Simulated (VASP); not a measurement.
Runs of VASP 6.6.1 on ScBi3. The structure is that of space group I4/mmm (No. 139), or close to it. The cells are those of the table. 

```csv
level,U,cell,k mesh,smearing,LDAUTYPE,hund's J,gap on the mesh (eV),pressure (GPa),largest force (eV/Å)
BLYP+U,Sc d U = 7.4 eV,"a = 6.324 Å, angles 137.1, 137.1, 62.4°, 4 atoms",2 × 2 × 2,fermi-dirac 0.01 eV,-,-,none,(b),-
PBE,-,"a = 6.324 Å, angles 137.1, 137.1, 62.4°, 4 atoms",2 × 2 × 2,gaussian 0.1 eV,-,-,none,0.2,-
PBE,-,"a = 6.324 Å, angles 137.1, 137.1, 62.4°, 4 atoms",4 × 4 × 4,gaussian 0.1 eV,-,-,none,-0.2,-
PBE+D4,-,"a = 6.324 Å, angles 137.1, 137.1, 62.4°, 4 atoms",1 × 5 × 4,gaussian 0.1 eV,-,-,none,-4.3,0.59
PBE,-,"a = 6.324 Å, angles 137.1, 137.1, 62.4°, 4 atoms",4 × 4 × 4,tetrahedron,-,-,none,-0.1,-
PBE,-,"a = 6.104 Å, angles 137.1, 137.1, 62.4°, 4 atoms",1 × 1 × 1,gaussian 0.1 eV,-,-,-,(c),-
PBE,-,"a = 6.324 Å, angles 137.1, 137.1, 62.4°, 4 atoms",1 × 5 × 3,methfessel-paxton 0.047 eV,-,-,none,-2.1,0.75
PBE+U,"Sc d U = 6.4 eV, J = 1.1 eV","a = 6.587 Å, angles 137.1, 137.1, 62.4°, 4 atoms",2 × 2 × 2,gaussian 0.1 eV,1,1.1,none,(a),-
```

Alike in all rows: task single point; potentials or basis VASP PAW PBE potentials, release 64 (Sc_sv, Bi_d); no spin polarisation; cutoff (eV) 520.

**Question.** Fill in the values left out.

**Answer.** (a) -3.6; (b) 5.7; (c) 8.3.

Caveats: all runs use coarse meshes; spin-orbit coupling is left out, which moves the levels of the heavy elements; U without spin polarisation on a metal has little footing (at least some runs); the U is typed as a test and isn't derived for this compound (at least some runs); the PAW data sets were made with another functional, which shifts forces and pressure a little (at least some runs).

A k mesh can miss the band edges, and the runs leave out spin-orbit coupling on Bi.

A gap of «none» marks levels without a gap at the run's occupations.
